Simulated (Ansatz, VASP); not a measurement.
**GaN: VASP beside Ansatz**

Contents of POSCAR:

```
GaN
1.0
    0.0000000000      2.2535006075      2.3661756379
    2.2535006075      0.0000000000      2.3661756379
    2.2535006075      2.2535006075      0.0000000000
Ga N
1 1
Direct
    0.0000000000      0.0000000000      0.0000000000
    0.7500000000      0.7500000000      0.7500000000
```

File INCAR.step1:

```
  PREC = Accurate
  ENCUT = 520
  ISMEAR = 0
  SIGMA = 0.05
  LREAL = F
  LASPH = T
  NELM = 100
  NBANDS = 16
  GGA = PE
  ALGO = Normal
  EDIFF = 1E-4
  LWAVE = T
  LCHARG = F
```

File INCAR.step2:

```
  PREC = Accurate
  ENCUT = 520
  EDIFF = 1E-6
  ISMEAR = 0
  SIGMA = 0.05
  LREAL = F
  LASPH = T
  NELM = 100
  ALGO = Normal
  ISIF = 2
  LWAVE = F
  LCHARG = T
  METAGGA = R2SCAN
  LMIXTAU = T
  LELF = T
  LVHAR = T
  NBANDS = 16
  ISTART = 1
```

File KPOINTS:

```
Automatic mesh
0
Gamma
  10 10 10
```

Input for Ansatz:

```yaml
crystal:
  lattice:
    - [0.0, 2.2535006075, 2.3661756379]
    - [2.2535006075, 0.0, 2.3661756379]
    - [2.2535006075, 2.2535006075, 0.0]
  atoms:
    - { symbol: Ga, position: [0.0, 0.0, 0.0] }
    - { symbol: "N", position: [0.75, 0.75, 0.75] }
basis:
  ecutwfc: 500
kpoints:
  mp_grid: { grid: [10, 10, 10] }
hamiltonian:
  xc: r2scan
scf:
  occupations: { method: gaussian, width: 0.05 }
output:
  forces: true
  stress: true
  eigenvalues: true
```

Change from the starting cell: strain +0.000 along x and y, +0.050 along z, atoms carried along.

Alike in both runs: task single point; functional r2SCAN; k mesh 10 × 10 × 10; occupations gaussian, width 0.05 eV; no spin polarisation.

|  | VASP | Ansatz |
| --- | --- | --- |
| version | VASP 6.6.1 | Ansatz 0.2.0 |
| potentials or method | VASP PAW PBE potentials, release 64 (Ga_d, N), cutoff 520 eV | scalar-relativistic, plane waves, PAW |
| valence electrons in the cell | 18 | 18 |

Ansatz gave:

```
gap on the k mesh at the Fermi level (eV)                     : 1.71
least direct gap on the mesh (eV)                             : 1.71
pressure (GPa)                                                : -9.7
traceless stress, the component that is largest in VASP (GPa) : -4.87
```

Q: Estimate VASP's values.

A: gap on the k mesh at the Fermi level (eV): 1.70; least direct gap on the mesh (eV): 1.70; pressure (GPa): -8.9; traceless stress, the component that is largest in VASP (GPa): -4.83.

VASP's potentials were made for PBE, not for r2SCAN. With one functional, cell and mesh, what is left measures potentials, basis and numerics.
